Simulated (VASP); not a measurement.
Runs of VASP 6.6.1 on BaZnPF. The structure is that of space group P4/nmm (No. 129), or close to it. The cells are those of the table. 

```csv
level,cell,k mesh,gap on the mesh (eV),pressure (GPa),largest force (eV/Å)
r2SCAN,"a = 4.100, b = 4.100, c = 9.397 Å, 8 atoms",6 × 6 × 2,0.73,(a),0.31
r2SCAN,"a = 4.142, b = 4.142, c = 9.493 Å, 8 atoms",6 × 6 × 2,0.74,0.7,0.13
r2SCAN,"a = 4.058, b = 4.058, c = 9.300 Å, 8 atoms",6 × 6 × 2,(c),5.9,0.51
PBE,"a = 4.142, b = 4.142, c = 9.493 Å, 8 atoms",6 × 6 × 4,0.44,(b),0.28
```

Alike in all rows: task single point; potentials or basis VASP PAW PBE potentials, release 64 (Ba_sv, Zn, P, F); no spin polarisation; cutoff (eV) 520; smearing gaussian 0.01 eV.

Problem. Estimate the missing entries.

Solution. (a) 3.1; (b) 2.1; (c) 0.71.

Caveats: semilocal functionals underestimate gaps, and a narrow one can read as zero; spin-orbit coupling is left out, which moves the levels of the heavy elements; the PAW data sets were made with another functional, which shifts forces and pressure a little (at least some runs); the cell stands under pressure (at least some runs).

A k mesh can miss the band edges, and the runs leave out spin-orbit coupling on Ba.
